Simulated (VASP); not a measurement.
Set up this calculation in VASP 6.6.1, as the native input.

| Item | Value |
| --- | --- |
| Task | single point |
| Functional | PBE0 |
| Potentials or basis | VASP PAW PBE potentials, release 64 (Si) |
| Cutoff | 520 eV |
| k mesh | 5 × 5 × 5 |
| Occupations | fermi-dirac, width 0.05 eV |
| Spin | no spin polarisation |
| Dipole correction | no |
| Grid for exact exchange (PRECFOCK) | Normal |
| Further INCAR settings | ALGO = Normal; EDIFF = 1e-06; NBANDS = 8 |

Si:

```
Si
1.0
     2.56543    0.00000    0.00000
     0.00000    2.56543    0.00000
     0.00000    0.00000    2.56543
Si
1
Direct
  0.50000 0.50000 0.50000
```

The input as run:

POSCAR

```
Si
1.0
    2.5654310580      0.0000000000      0.0000000000
    0.0000000000      2.5654310580      0.0000000000
    0.0000000000      0.0000000000      2.5654310580
Si
1
Direct
    0.5000000000      0.5000000000      0.5000000000
```

INCAR.step1

```
PREC     = Accurate       # precision mode
ENCUT    = 520            # plane-wave cutoff, eV
EDIFF    = 1E-5           # SCF threshold, eV
ISMEAR   = -1             # smearing method
SIGMA    = 0.05           # smearing width, eV
LREAL    = False          # projectors in reciprocal space
LASPH    = True           # aspherical terms in the spheres
NELM     = 80             # most SCF steps
ALGO     = Normal         # electronic algorithm
ISIF     = 2              # what is computed and relaxed
LWAVE    = True           # write WAVECAR
LCHARG   = False          # write CHGCAR
GGA      = PE             # functional
NBANDS   = 8              # bands
```

INCAR.step2

```
PREC     = Accurate       # precision mode
ENCUT    = 520            # plane-wave cutoff, eV
EDIFF    = 1E-6           # SCF threshold, eV
ISMEAR   = -1             # smearing method
SIGMA    = 0.05           # smearing width, eV
LREAL    = False          # projectors in reciprocal space
LASPH    = True           # aspherical terms in the spheres
NELM     = 80             # most SCF steps
ALGO     = Normal         # electronic algorithm
ISIF     = 2              # what is computed and relaxed
LWAVE    = False          # write WAVECAR
LCHARG   = False          # write CHGCAR
GGA      = PE             # functional
LHFCALC  = True           # exact exchange
AEXX     = 0.25           # exact-exchange fraction
PRECFOCK = Normal       
ISTART   = 1            
NBANDS   = 8              # bands
```

KPOINTS

```
Automatic mesh
0
Gamma
  5 5 5
```

Potentials or basis: VASP PAW PBE potentials, release 64 (Si).

The run is started by

```console
$ cat potpaw_PBE.64/Si/POTCAR > POTCAR
$ cp INCAR.step1 INCAR
$ mpirun -np 1 vasp_std > vasp.out
$ cp INCAR.step2 INCAR
$ mpirun -np 1 vasp_std > vasp.out
```

Results of the run:

The pressure is -3.2 GPa. The band gap on the k mesh is zero (band 2 reaches 16.40 eV, above the bottom of band 3 at 6.00 eV).

Caveat: the k points lie up to 0.49 Å⁻¹ apart; the PAW data sets were made with another functional, which shifts forces and pressure a little.

Run time: 22 s on 1 thread of Intel(R) Xeon(R) Platinum 8375C CPU @ 2.90GHz (Ice Lake) (shared host), peak memory 0.12 GiB.
